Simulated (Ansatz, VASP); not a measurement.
Two plane-wave programs on CuO2

```
CELL_PARAMETERS angstrom
0.00000 2.44415 2.44415
2.44415 0.00000 2.44415
2.44415 2.44415 0.00000
ATOMIC_POSITIONS crystal
Cu 0.00000 0.00000 0.00000
O 0.25000 0.25000 0.25000
O 0.75000 0.75000 0.75000
```

Alike in both runs: task single point; functional PBE; k mesh 14 × 14 × 14; occupations gaussian, width 0.1 eV; collinear spin; Hubbard terms Cu d U = 4.0 eV.

|  | VASP | Ansatz |
| --- | --- | --- |
| version | VASP 6.6.1 | Ansatz 0.2.0 |
| potentials or method | VASP PAW PBE potentials, release 64 (Cu, O), cutoff 520 eV | scalar-relativistic, plane waves, PAW |
| valence electrons in the cell | 23 | 31 |

```csv
,VASP,Ansatz,Ansatz less VASP
gap on the k mesh at the Fermi level (eV),none,none,-
pressure (GPa),-3.5,0.0,+3.45
net moment per atom (μB),0.81,0.76,-0.050
size of the moment on the site where the two differ most (μB),0.67,0.64,-0.030
```

Site moments also hang on the region over which each program counts them. The programs project onto different local orbitals, so the same U acts differently, and such runs can settle in different states. A gap of «none» marks a metal or a gap that the smearing closes. VASP's potentials hold 23 valence electrons a cell and Ansatz's 31, so a difference there can come from the potentials and not from the codes. Ansatz's warnings: filled band counts differ across k points.
